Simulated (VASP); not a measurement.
Set up this calculation in VASP 6.6.1, as the native input.

```yaml
Task: single point
Functional: PBE
Potentials_or_basis: VASP PAW PBE potentials, release 64 (Si, W_sv, C)
Cutoff: 600 eV
k_mesh: 4 × 4 × 4
Occupations: gaussian, width 0.2 eV
Spin: no spin polarisation
Dipole_correction: no
Further_INCAR_settings: ALGO = Normal; EDIFF = 1e-06; NBANDS = 26
```

The structure of Si2WC3 lies in POSCAR:

```
Si2WC3
1.0
    5.2229786466      0.0000000000      0.0000000000
   -2.6114893233      4.5232321913      0.0000000000
    0.0000000000      0.0000000000      2.6606311677
Si W C
2 1 3
Direct
    0.3333333333      0.6666666667      0.0451806158
    0.6666666667      0.3333333333      0.9548193842
    0.0000000000      0.0000000000      0.0000000000
    0.5000000000      0.0000000000      0.5000000000
    0.0000000000      0.5000000000      0.5000000000
    0.5000000000      0.5000000000      0.5000000000
```

The input as run:

INCAR

```
SYSTEM = Si2WC3
PREC     = Accurate       ! precision mode
ENCUT    = 600            ! plane-wave cutoff, eV
EDIFF    = 1E-6           ! SCF threshold, eV
ISMEAR   = 0              ! smearing method
SIGMA    = 0.2            ! smearing width, eV
LREAL    = .False.        ! projectors in reciprocal space
LASPH    = .True.         ! aspherical terms in the spheres
NELM     = 120            ! most SCF steps
ALGO     = Normal         ! electronic algorithm
ISIF     = 2              ! what is computed and relaxed
LWAVE    = .False.        ! write WAVECAR
LCHARG   = .False.        ! write CHGCAR
GGA      = PE             ! functional
NBANDS   = 26             ! bands
GGA_COMPAT= .False.
```

KPOINTS

```
Automatic mesh
0
Gamma
  4 4 4
  0 0 0
```

Potentials or basis: VASP PAW PBE potentials, release 64 (Si, W_sv, C).

The run is started by

```bash
$ cat potpaw_PBE.64/Si/POTCAR potpaw_PBE.64/W_sv/POTCAR potpaw_PBE.64/C/POTCAR > POTCAR
$ mpirun -np 1 vasp_std > vasp.out
```

Results of the run:

```yaml
Pressure: -0.2 GPa
Largest_force: 0.073 eV/Å
Band_gap_on_the_k_mesh: zero (band 17 reaches 10.86 eV, above the bottom of band 18 at 8.96 eV)
```

Caveat: the k points lie up to 0.59 Å⁻¹ apart; spin-orbit coupling is left out, which moves the levels of the heavy elements.

Run time: 48 s on 1 thread of Intel Xeon 8259CL (shared host), peak memory 0.21 GiB.
